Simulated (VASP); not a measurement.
Input of a VASP 6.6.1 run:

The input INCAR:

```
SYSTEM = P
PREC = Accurate
ENCUT = 520
EDIFF = 1E-6
ISMEAR = -1
SIGMA = 0.02
LREAL = .FALSE.
LASPH = .TRUE.
NELM = 80
ALGO = Normal
ISIF = 2
LWAVE = .FALSE.
LCHARG = .FALSE.
LDIPOL = .TRUE.
IDIPOL = 3
DIPOL = 0.5 0.5 0.341
NBANDS = 18
```

Contents of KPOINTS:

```
Automatic mesh
0
G
  6 8 1
  0 0 0
```

POSCAR

```
P
1.0
    4.3729963309      0.0000000000      0.0000000000
    0.0000000000      3.2714573970      0.0000000000
    0.0000000000      0.0000000000     27.8195791164
P
4
Direct
    0.0812889643      0.0000000000      0.3793891502
    0.4187110357      0.5000000000      0.3793891502
    0.5812889643      0.5000000000      0.3035830803
    0.9187110357      0.0000000000      0.3035830803
```

Potentials or basis: VASP PAW LDA potentials, release 64 (P).

The run is started by

```bash
$ cat potpaw_LDA.64/P/POTCAR > POTCAR
$ mpirun -np 1 vasp_std > vasp.out
```

Problem. Predict the largest force.

Solution. 0.042 eV/Å.

Problem. What does it give for the band gap on the k mesh?

Solution. 0.61 eV.

Forces on the atoms (eV/Å):
```
P    0.031  0.000 -0.029
P   -0.031  0.000 -0.029
P    0.031  0.000  0.029
P   -0.031  0.000  0.029
```
